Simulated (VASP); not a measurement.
HfO2, 12 atoms in the cell. Symmetry: P2_1/c, No. 14, monoclinic system. The conventional cell has a = 5.014 Å, b = 5.080 Å, c = 5.176 Å, α = 90.00°, β = 99.35°, γ = 90.00°. Hf (site symmetry 1) has 7 O at 1.99 to 2.20 Å within 2.6 Å. O (site symmetry 1) has 3 Hf at 1.99 to 2.08 Å and 2 O at 2.46 to 2.53 Å within 2.6 Å. Within 2.8 Å of O (site symmetry 1) lie 4 Hf at 2.09 to 2.20 Å and 5 O at 2.46 to 2.67 Å. 

| Property | Result |
| --- | --- |
| Program | VASP 6.6.1 |
| Task | single point |
| Functional | PBEsol |
| Dispersion | D4 |
| Potentials or basis | VASP PAW PBE potentials, release 64 (Hf_pv, O) |
| Cutoff | 520 eV |
| k mesh | 5 × 5 × 5 |
| Occupations | fermi-dirac, width 0.05 eV |
| Spin | no spin polarisation |
| Dipole correction | no |
| Further INCAR settings | ALGO = Normal; EDIFF = 1e-06; NBANDS = 56 |

Potentials or basis: VASP PAW PBE potentials, release 64 (Hf_pv, O).

Run with:

```sh
$ cat potpaw_PBE.64/Hf_pv/POTCAR potpaw_PBE.64/O/POTCAR > POTCAR
$ mpirun -np 1 vasp_std > vasp.out
```

Hardware: 1 thread of Intel(R) Xeon(R) 6975P-C (Granite Rapids), with other jobs on the host.

How long does it take, and how much memory?

It took 3 min on 1 thread of Intel(R) Xeon(R) 6975P-C (Granite Rapids), on a shared host, peak memory 0.36 GiB. Counts: scf iterations 15, k points 39.
